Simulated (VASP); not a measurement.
Here is a VASP 6.6.1 calculation.

File INCAR:

```
ALGO = Normal
EDIFF = 1E-6
ENCUT = 560
GGA_COMPAT = False
ISIF = 2
ISMEAR = -1
LASPH = True
LCHARG = False
LREAL = False
LWAVE = False
NBANDS = 22
NELM = 120
PREC = Accurate
SIGMA = 0.1
```

File KPOINTS:

```
k-points
0
Gamma
  11 11 11
```

Contents of POSCAR:

```
Re
1.0
    0.0000000000      2.7432576005      2.7432576005
    2.7432576005      0.0000000000      2.7432576005
    2.7432576005      2.7432576005      0.0000000000
Re
2
Direct
    0.1250000000      0.1250000000      0.1250000000
    0.8750000000      0.8750000000      0.8750000000
```

Potentials or basis: VASP PAW LDA potentials, release 64 (Re_sv_GW).

Command:

```bash
$ cat potpaw_LDA.64/Re_sv_GW/POTCAR > POTCAR
$ mpirun -np 1 vasp_std > vasp.out
```

Q: What does it give for the band gap on the k mesh?

A: Zero (bands 15 and 16 overlap by 1.22 eV).

Q: Estimate the pressure.

A: 8.5 GPa.

Caveat: the cell stands under pressure; spin-orbit coupling is left out, which moves the levels of the heavy elements.
